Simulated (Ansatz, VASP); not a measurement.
## One calculation of Ti2Co, two programs

The input INCAR:

```
PREC = Accurate
ENCUT = 520
EDIFF = 1E-6
ISMEAR = 0
SIGMA = 0.2
LREAL = False
LASPH = True
NELM = 150
ALGO = Normal
ISIF = 2
LWAVE = False
LCHARG = False
ISPIN = 2
MAGMOM = 0 0 0 0 1.1 1.1
LORBIT = 11
LMAXMIX = 4
GGA = PS
NBANDS = 46
```

Contents of KPOINTS:

```
Automatic mesh
0
Gamma
  10 10 10
```

POSCAR

```
Ti2Co
1.0
    0.0000000000      3.5140013142      3.5140013142
    3.5140013142      0.0000000000      3.5140013142
    3.5140013142      3.5140013142      0.0000000000
Ti Co
4 2
Direct
    0.1250000000      0.1250000000      0.1250000000
    0.6250000000      0.1250000000      0.1250000000
    0.1250000000      0.1250000000      0.6250000000
    0.1250000000      0.6250000000      0.1250000000
    0.5000000000      0.5000000000      0.5000000000
    0.7500000000      0.7500000000      0.7500000000
```

Input for Ansatz:

```yaml
crystal:
  lattice:
    - [0.0, 3.5140013142, 3.5140013142]
    - [3.5140013142, 0.0, 3.5140013142]
    - [3.5140013142, 3.5140013142, 0.0]
  atoms:
    - { symbol: Ti, position: [0.125, 0.125, 0.125] }
    - { symbol: Ti, position: [0.625, 0.125, 0.125] }
    - { symbol: Ti, position: [0.125, 0.125, 0.625] }
    - { symbol: Ti, position: [0.125, 0.625, 0.125] }
    - { symbol: Co, position: [0.5, 0.5, 0.5], spin: 1.1 }
    - { symbol: Co, position: [0.75, 0.75, 0.75], spin: 1.1 }
basis:
  ecutwfc: 420
kpoints:
  mp_grid: { grid: [10, 10, 10] }
hamiltonian:
  xc: pbesol
scf:
  occupations: { method: gaussian, width: 0.2 }
output:
  forces: true
  stress: true
  eigenvalues: true
  populations: true
  write_density: true
  write_potential: true
  elf: true
  volumetric_format: npy
magnetization:
  spin_polarized: true
```

Alike in both runs: task single point; functional PBEsol; k mesh 10 × 10 × 10; occupations gaussian, width 0.2 eV; collinear spin.

```csv
,VASP,Ansatz
version,VASP 6.6.1,Ansatz 0.2.0
potentials or method,"VASP PAW PBE potentials, release 64 (Ti_sv, Co), cutoff 520 eV","scalar-relativistic, plane waves, PAW"
valence electrons in the cell,66,82
```

```tsv
	VASP	Ansatz	Ansatz less VASP
gap on the k mesh at the Fermi level (eV)	none	none	-
pressure (GPa)	-2.4	-2.2	+0.20
net moment per atom (μB)	0.30	0.30	+0.007
size of the moment on the site where the two differ most (μB)	1.04	1.08	+0.038
```

VASP's potentials were made for PBE, not for PBEsol. Site moments also hang on the region over which each program counts them. A gap of «none» marks a metal or a gap that the smearing closes. VASP's potentials hold 66 valence electrons a cell and Ansatz's 82, so a difference there can come from the potentials and not from the codes.
